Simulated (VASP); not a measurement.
# FeCo (Pm-3m) in VASP: single point with PBE

Aim: the single point of FeCo with PBE.

Everything below comes from runs of VASP 6.6.1. Logs are shortened: lines on timing, memory, paths and dates and some standing lists are left out, and cuts for length are marked.

## 1. The cell of the first run

It takes space group Pm-3m (No. 221, cubic). The conventional cell has a = 2.777 Å, b = 2.777 Å, c = 2.777 Å, α = 90.00°, β = 90.00°, γ = 90.00°. Within 3.2 Å of Co (site symmetry m-3m) lie 8 Fe at 2.41 Å and 6 Co at 2.78 Å. Fe (site symmetry m-3m) has 8 Co at 2.41 Å and 6 Fe at 2.78 Å within 3.2 Å.

## 2. Single point, PBE, non-collinear spin, typed start

INCAR reads:

```
ALGO = Normal
EDIFF = 1E-6
ENCUT = 600
GGA = PE
GGA_COMPAT = F
ISIF = 2
ISMEAR = 0
LASPH = T
LCHARG = F
LMAXMIX = 4
LNONCOLLINEAR = T
LORBIT = 11
LREAL = F
LWAVE = F
MAGMOM = 0 0 2.4 0 0 2.8
NBANDS = 29
NELM = 200
PREC = Accurate
SIGMA = 0.05
```

KPOINTS reads:

```
k-points
0
Gamma
  1 1 1
```

POSCAR reads:

```
FeCo
1.0
    2.7774000000      0.0000000000      0.0000000000
    0.0000000000      2.7774000000      0.0000000000
    0.0000000000      0.0000000000      2.7774000000
Co Fe
1 1
Direct
    0.0000000000      0.0000000000      0.0000000000
    0.5000000000      0.5000000000      0.5000000000
```

Potentials or basis: VASP PAW PBE potentials, release 64 (Co, Fe).

Command:

```bash
cat potpaw_PBE.64/Co/POTCAR potpaw_PBE.64/Fe/POTCAR > POTCAR
mpirun -np 1 vasp_ncl > vasp.out
```

OUTCAR:

```text
EDIFF = 1E-6
   ENCUT = 600
   GGA = PE
   ISIF = 2
   ISMEAR = 0
   LASPH = T
   LNONCOLLINEAR = T
   LORBIT = 11
   LREAL = F
   NELM = 200
   PREC = Accurate

 ion  position               nearest neighbor table
   1  0.000  0.000  0.000-   2 2.41   2 2.41   2 2.41   2 2.41   2 2.41   2 2.41   2 2.41   2 2.41

   2  0.500  0.500  0.500-   1 2.41   1 2.41   1 2.41   1 2.41   1 2.41   1 2.41   1 2.41   1 2.41

  LATTYP: Found a simple cubic cell.
 ALAT       =     2.7774000000

  Lattice vectors:

 A1 = (   2.7774000000,   0.0000000000,   0.0000000000)
 A2 = (   0.0000000000,   2.7774000000,   0.0000000000)
 A3 = (   0.0000000000,   0.0000000000,   2.7774000000)

Analysis of symmetry for initial positions (statically):
=====================================================================
 Subroutine PRICEL returns:
 Original cell was already a primitive cell.

 Routine SETGRP: Setting up the symmetry group for a
 simple cubic supercell.

 Subroutine GETGRP returns: Found 48 space group operations
 (whereof 48 operations were pure point group operations)
 out of a pool of 48 trial point group operations.

The static configuration has the point symmetry O_h .

Analysis of symmetry for dynamics (positions and initial velocities):
=====================================================================
 Subroutine PRICEL returns:
 Original cell was already a primitive cell.

 Routine SETGRP: Setting up the symmetry group for a
 simple cubic supercell.

 Subroutine GETGRP returns: Found 48 space group operations
 (whereof 48 operations were pure point group operations)
 out of a pool of 48 trial point group operations.

The dynamic configuration has the point symmetry O_h .

Analysis of structural, dynamic, and magnetic symmetry:
=====================================================================
 Subroutine PRICEL returns:
 Original cell was already a primitive cell.

 Routine SETGRP: Setting up the symmetry group for a
 simple cubic supercell.

 Subroutine GETGRP returns: Found  8 space group operations
 (whereof  8 operations were pure point group operations)
 out of a pool of 48 trial point group operations.

The overall configuration has the point symmetry C_4h.

 Subroutine INISYM returns: Found  8 space group operations
 (whereof  8 operations are pure point group operations),
 and found     1 'primitive' translations

----------------------------------------------------------------------------------------

                                     Primitive cell

  volume of cell :      21.4247

  direct lattice vectors                    reciprocal lattice vectors
     2.777400000  0.000000000  0.000000000     0.360048967  0.000000000  0.000000000
     0.000000000  2.777400000  0.000000000     0.000000000  0.360048967  0.000000000
     0.000000000  0.000000000  2.777400000     0.000000000  0.000000000  0.360048967

  length of vectors
     2.777400000  2.777400000  2.777400000     0.360048967  0.360048967  0.360048967

  position of ions in fractional coordinates (direct lattice)
     0.000000000  0.000000000  0.000000000
     0.500000000  0.500000000  0.500000000

  ion indices of the primitive-cell ions
   primitive index   ion index
                 1           1
                 2           2

----------------------------------------------------------------------------------------

 KPOINTS: k-points

Automatic generation of k-mesh.
 Grid dimensions read from file:
 generate k-points for:    1    1    1

 Generating k-lattice:

  Cartesian coordinates                     Fractional coordinates (reciprocal lattice)
     0.360048967  0.000000000  0.000000000     1.000000000  0.000000000  0.000000000
     0.000000000  0.360048967  0.000000000     0.000000000  1.000000000  0.000000000
     0.000000000  0.000000000  0.360048967     0.000000000  0.000000000  1.000000000

  Length of vectors
     0.360048967  0.360048967  0.360048967

  Shift w.r.t. Gamma in fractional coordinates (k-lattice)
     0.000000000  0.000000000  0.000000000

 Subroutine IBZKPT returns following result:
 ===========================================

 Found      1 irreducible k-points:

 Following reciprocal coordinates:
            Coordinates               Weight
  0.000000  0.000000  0.000000      1.000000
   k-points           NKPTS =      1   k-points in BZ     NKDIM =      1   number of bands    NBANDS=     29
   number of dos      NEDOS =    301   number of ions     NIONS =      2
   total plane-waves  NPLWV =  13824
   dimension x,y,z NGX =    24 NGY =   24 NGZ =   24
   dimension x,y,z NGXF=    48 NGYF=   48 NGZF=   48
   ions per type =               1   1
   NGX,Y,Z   is equivalent  to a cutoff of  14.37, 14.37, 14.37 a.u.
   NGXF,Y,Z  is equivalent  to a cutoff of  28.73, 28.73, 28.73 a.u.
 SYSTEM =  unknown system
   PREC   = accura    normal or accurate (medium, high low for compatibility)
   ISTART =      0    job   : 0-new  1-cont  2-samecut
   ICHARG =      2    charge: 1-file 2-atom 10-const
   ISPIN  =      1    spin polarized calculation?
   LNONCOLLINEAR =      T non collinear calculations
   LSORBIT =      F    spin-orbit coupling
   LASPH  =      T    aspherical Exc in radial PAW
   ENCUT  =  600.0 eV  44.10 Ry    6.64 a.u.   5.55  5.55  5.55*2*pi/ulx,y,z
   NELM   =    200;   NELMIN=  2; NELMDL= -5     # of ELM steps
   EDIFF  = 0.1E-05   stopping-criterion for ELM
   LREAL  =      F    real-space projection
   EDIFFG = 0.1E-04   stopping-criterion for IOM
   NSW    =      0    number of steps for IOM
   IBRION =     -1    ionic relax: 0-MD 1-quasi-New 2-CG
   NFREE  =      0    steps in history (QN), initial steepest desc. (CG)
   ISIF   =      2    stress and relaxation
   ISYM   =      2    0-nonsym 1-usesym 2-fastsym
   POTIM  = 0.5000    time-step for ionic-motion
   TEBEG  =    0.0;   TEEND  =   0.0 temperature during run
   PSTRESS=    0.0 pullay stress
   NELECT =      17.0000    total number of electrons
   NUPDOWN=      -1.0000    fix difference up-down
   EMIN   =  10.00;   EMAX   =-10.00  energy-range for DOS
   EFERMI =   0.00;   METHOD = LEGACY
   ISMEAR =     0;   SIGMA  =   0.05  broadening in eV -4-tet -1-fermi 0-gaus
   EFERMI_NEDOS =   21; number of points for ismear=-14 and -15
   IALGO  =     38    algorithm
   IMIX   =      4    mixing-type and parameters
     AMIX     =   0.40;   BMIX     =  1.00
     AMIX_MAG =   1.60;   BMIX_MAG =  1.00
  volume/ion in A,a.u.               =      10.71        72.29
  Fermi-wavevector in a.u.,A,eV,Ry     =   1.515605  2.864078 31.253380  2.297059
  Thomas-Fermi vector in A             =   2.625106
   LORBIT       =     11    0 simple, 1 ext, 2 COOP (PROOUT), +10 PAW based schemes
   GGA     = PE    functional components
   LHFCALC =     F    Hartree Fock is set to
   AEXX    =    0.0000 exact exchange contribution
   IVDW    =     0    specifies the selected vdW correction
   LEPSILON=     F    determine dielectric tensor
   LRPA    =     F    only Hartree local field effects (RPA)
 Gauss-broadening in eV      SIGMA  =   0.05
  energy-cutoff  :      600.00
  volume of cell :       21.42
 maximum number of plane-waves:      1478
 NGX is ok and might be reduce to    24
   NGX = 11   NGY = 11   NGZ = 11

 number of electron      17.0000003 magnetization       0.0000000      0.0000000      5.0000000

 number of electron      17.0000003 magnetization      -0.0000000      0.0000000      5.0000000

 number of electron      17.0000003 magnetization      -0.0000000     -0.0000000      5.0000000

 Free energy of the ion-electron system (eV)
  ---------------------------------------------------
  ext. energy  EPLUGINS =         0.00000000
  ---------------------------------------------------
  free energy    TOTEN  =       -21.90301519 eV

  energy without entropy =      -21.90301519  energy(sigma->0) =      -21.90301519

 E-fermi :   9.8487     XC(G=0): -13.2683

 val. band max:        9.5375464533   @ k =   0.0000   0.0000   0.0000
 cond. band min:      11.0605335706   @ k =   0.0000   0.0000   0.0000
 fundamental gap:      1.5229871173
 Fermi energy:         9.8486874661

 k-point     1 :       0.0000    0.0000    0.0000
  band No.  band energies     occupation
      1      -0.4681      1.00000
      2      -0.1815      1.00000
      3       4.0746      1.00000
      4       4.0760      1.00000
      5       5.7853      1.00000
      6       5.7871      1.00000
[... 21 lines left out ...]
     28      19.0912      0.00000
     29      25.0119      0.00000

------------------------ aborting loop because EDIFF is reached ----------------------------------------

  FORCE on cell =-STRESS in cart. coord.  units (eV):
  Direction    XX          YY          ZZ          XY          YZ          ZX
  --------------------------------------------------------------------------------------
  -------------------------------------------------------------------------------------
  Total       -1.7077267     -1.7077267     -1.7040974      0.0000001     -0.0000000     -0.0000000
  in kB     -127.7066893   -127.7066893   -127.4352875      0.0000049     -0.0000000     -0.0000000
  external PRESSURE =    -127.6162220 kB  Pullay stress =       0.0000000 kB

 VOLUME and BASIS-vectors are now :
 -----------------------------------------------------------------------------
  energy-cutoff  :      600.00
  volume of cell :       21.42
      direct lattice vectors                 reciprocal lattice vectors
     2.777400000  0.000000000  0.000000000     0.360048967  0.000000000  0.000000000
     0.000000000  2.777400000  0.000000000     0.000000000  0.360048967  0.000000000
     0.000000000  0.000000000  2.777400000     0.000000000  0.000000000  0.360048967

 POSITION                                       TOTAL-FORCE (eV/Angst)
 -----------------------------------------------------------------------------------
      0.00000      0.00000      0.00000         0.000000      0.000000      0.000000
      1.38870      1.38870      1.38870         0.000000      0.000000      0.000000
 -----------------------------------------------------------------------------------
    total drift:                                0.000000     -0.000000     -0.000000

  FREE ENERGIE OF THE ION-ELECTRON SYSTEM (eV)
  ---------------------------------------------------
  free  energy   TOTEN  =       -21.9030151892 eV

  energy  without entropy=      -21.9030151892  energy(sigma->0) =      -21.90301519

 total charge

# of ion       s       p       d       tot
------------------------------------------
    1        0.759   0.000   7.728   8.487
    2        0.770   0.000   6.650   7.420
--------------------------------------------------
tot          1.529   0.000  14.378  15.907

 magnetization (x)

# of ion       s       p       d       tot
------------------------------------------
    1        0.000   0.000   0.000   0.000
    2        0.000  -0.000   0.000   0.000
--------------------------------------------------
tot          0.000   0.000   0.000   0.000

 magnetization (y)

# of ion       s       p       d       tot
------------------------------------------
    1        0.000   0.000   0.000   0.000
    2       -0.000   0.000   0.000  -0.000
--------------------------------------------------
tot         -0.000   0.000   0.000  -0.000

 magnetization (z)

# of ion       s       p       d       tot
------------------------------------------
    1       -0.006  -0.000   1.943   1.937
    2        0.005  -0.000   2.993   2.998
--------------------------------------------------
tot         -0.001  -0.000   4.936   4.935
```

It took 95 s on 1 thread of Intel Xeon 8259CL, shared host; peak memory 0.2 GiB.

What came out:

| Item | Value |
| --- | --- |
| Free energy | -21.9030 eV |
| Pressure | -12.8 GPa |
| Net moment | 5.00 μB per cell |
| Valence electrons inside the program's atomic spheres | Co 8.49; Fe 7.42 |

Levels at points of the mesh, in eV from the Fermi level:
| k point | band 13 | band 14 | band 15 | band 16 | band 17 | band 18 | band 19 | band 20 | band 21 | band 22 |
| --- | --- | --- | --- | --- | --- | --- | --- | --- | --- | --- |
| (0.00, 0.00, 0.00) | -0.73 | -0.73 | -0.31 | -0.31 | -0.31 | 1.21 | 1.21 | 2.46 | 2.46 | 2.46 |

Moments on the atoms (μB; x, y, z):
```
Co  0.00 0.00 1.94
Fe  0.00 0.00 3.00
```

Caveat: the k points lie up to 2.26 Å⁻¹ apart, too coarse for converged energies, forces and pressures.
